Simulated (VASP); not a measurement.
MoS2: single point with PBE

The system is MoS2, a slab with vacuum.

```
Mo S
1.0
     3.18454    0.00000    0.00000
    -1.59227    2.75789    0.00000
     0.00000    0.00000   21.67053
Mo S
2 4
Direct
  0.33333 0.66667 0.85116
  0.66667 0.33333 0.14884
  0.66667 0.33333 0.77963
  0.33333 0.66667 0.07725
  0.66667 0.33333 0.92275
  0.33333 0.66667 0.22037
```

| Quantity | Value |
| --- | --- |
| Program | VASP 6.6.1 |
| Task | single point |
| Functional | PBE |
| Potentials or basis | VASP PAW PBE potentials, release 64 (Mo_sv, S) |
| Cutoff | 520 eV |
| k mesh | 10 × 10 × 2 |
| Occupations | gaussian, width 0.015 eV |
| Spin | no spin polarisation |
| Dipole correction | no |
| Further INCAR settings | ALGO = Normal; EDIFF = 1e-07; NBANDS = 35 |

| Quantity | Value |
| --- | --- |
| Largest force | 0.221 eV/Å |
| Band gap on the k mesh | 1.40 eV (least direct gap 1.89 eV) |

Forces in eV/Å, atoms in the order of the input:
```
Mo   0.000  0.000  0.001
Mo   0.000  0.000 -0.001
S    0.000  0.000 -0.221
S    0.000  0.000 -0.161
S    0.000  0.000  0.161
S    0.000  0.000  0.221
```

Levels at points of the mesh, in eV from the valence-band top:
| k point | band 22 | band 23 | band 24 | band 25 | band 26 | band 27 | band 28 | band 29 | band 30 | band 31 |
| --- | --- | --- | --- | --- | --- | --- | --- | --- | --- | --- |
| (0.00, 0.00, 0.00) | -1.91 | -1.91 | -1.71 | -0.48 | 0.00 | 2.39 | 2.39 | 2.40 | 2.40 | 2.65 |
| (0.50, 0.00, 0.00) | -2.19 | -1.41 | -1.36 | -1.02 | -0.99 | 1.86 | 1.87 | 2.35 | 2.43 | 3.38 |
| (0.00, 0.00, 0.50) | -1.91 | -1.91 | -1.71 | -0.48 | 0.00 | 2.39 | 2.39 | 2.40 | 2.40 | 2.65 |
| (0.50, 0.00, 0.50) | -2.19 | -1.41 | -1.36 | -1.02 | -0.99 | 1.86 | 1.87 | 2.35 | 2.43 | 3.38 |

It took 2.2 min on 1 thread of Intel(R) Xeon(R) 6975P-C (Granite Rapids), on a shared host, peak memory 0.37 GiB.

Caveat: there is no dipole correction, which matters where the two faces differ.
